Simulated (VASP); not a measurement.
AlRu, 2 atoms in the cell. The structure is cubic, space group Pm-3m (No. 221). The conventional cell has a = 2.992 Å, b = 2.992 Å, c = 2.992 Å, α = 90.00°, β = 90.00°, γ = 90.00°. Al (site symmetry m-3m) has 8 Ru at 2.59 Å and 6 Al at 2.99 Å within 3.4 Å. Within 3.4 Å of Ru (site symmetry m-3m) lie 8 Al at 2.59 Å and 6 Ru at 2.99 Å. 

- Program: VASP 6.6.1
- Task: single point
- Functional: PBEsol
- Potentials or basis: VASP PAW PBE potentials, release 64 (Al, Ru_pv)
- Cutoff: 520 eV
- k mesh: 9 × 9 × 9
- Occupations: methfessel-paxton, width 0.15 eV
- Spin: no spin polarisation
- Dipole correction: no
- Further INCAR settings: ALGO = Normal; EDIFF = 1e-07; NBANDS = 16

Potentials or basis: VASP PAW PBE potentials, release 64 (Al, Ru_pv).

Run with:

```sh
$ cat potpaw_PBE.64/Al/POTCAR potpaw_PBE.64/Ru_pv/POTCAR > POTCAR
$ mpirun -np 1 vasp_std > vasp.out
```

Hardware: 1 thread of Intel Xeon 8259CL (shared host).

Problem. Estimate the wall time of this run.

Solution. Wall time 13 s on 1 thread of Intel Xeon 8259CL, on a shared host, peak memory 0.14 GiB. Counts: scf iterations 13, k points 35.
